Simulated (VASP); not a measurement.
Write the native input for VASP 6.6.1 that does the following.

```yaml
Task: single point
Functional: LDA
Potentials_or_basis: VASP PAW LDA potentials, release 64 (Zr_sv, C)
Cutoff: 520 eV
k_mesh: 16 × 16 × 16
Occupations: gaussian, width 0.15 eV
Spin: no spin polarisation
Dipole_correction: no
Further_INCAR_settings: ALGO = Normal; EDIFF = 1e-06; NBANDS = 15
```

The structure of ZrC lies in POSCAR:

```
ZrC
1.0
    0.0000000000      2.4019541123      2.1582776081
    2.4019541123      0.0000000000      2.1582776081
    2.4019541123      2.4019541123      0.0000000000
Zr C
1 1
Direct
    0.4951207967      0.5048792033      0.5048792033
    0.0370573274     -0.0370573274     -0.0370573274
```

This cell differs from its parent crystal: mode 4 frozen in at -0.172 Å, strain +e along z and -e/2 along x and y -0.0700.

One way to write it, as run:

INCAR

```
SYSTEM = ZrC
PREC     = Accurate       ! precision mode
ENCUT    = 520            ! plane-wave cutoff, eV
EDIFF    = 1E-6           ! SCF threshold, eV
ISMEAR   = 0              ! smearing method
SIGMA    = 0.15           ! smearing width, eV
LREAL    = .False.        ! projectors in reciprocal space
LASPH    = .True.         ! aspherical terms in the spheres
NELM     = 60             ! most SCF steps
ALGO     = Normal         ! electronic algorithm
ISIF     = 2              ! what is computed and relaxed
LWAVE    = .False.        ! write WAVECAR
LCHARG   = .False.        ! write CHGCAR
GGA      = CA             ! functional
NBANDS   = 15             ! bands
```

KPOINTS

```
Automatic mesh
0
Gamma
  16 16 16
  0 0 0
```

Potentials or basis: VASP PAW LDA potentials, release 64 (Zr_sv, C).

Run with:

```sh
$ cat potpaw_LDA.64/Zr_sv/POTCAR potpaw_LDA.64/C/POTCAR > POTCAR
$ mpirun -np 1 vasp_std > vasp.out
```

It gave:

```json
{
 "Pressure": "9.0 GPa",
 "Largest force": "0.947 eV/Å",
 "Band gap on the k mesh": "zero (band 8 reaches 10.32 eV, above the bottom of band 9 at 9.79 eV)"
}
```

Caveat: the cell differs from its parent crystal (mode 4 frozen in at -0.172 Å, strain +e along z and -e/2 along x and y -0.0700).

It took 67 s on 1 thread of Intel(R) Xeon(R) 6975P-C (Granite Rapids) (shared host), peak memory 0.32 GiB.
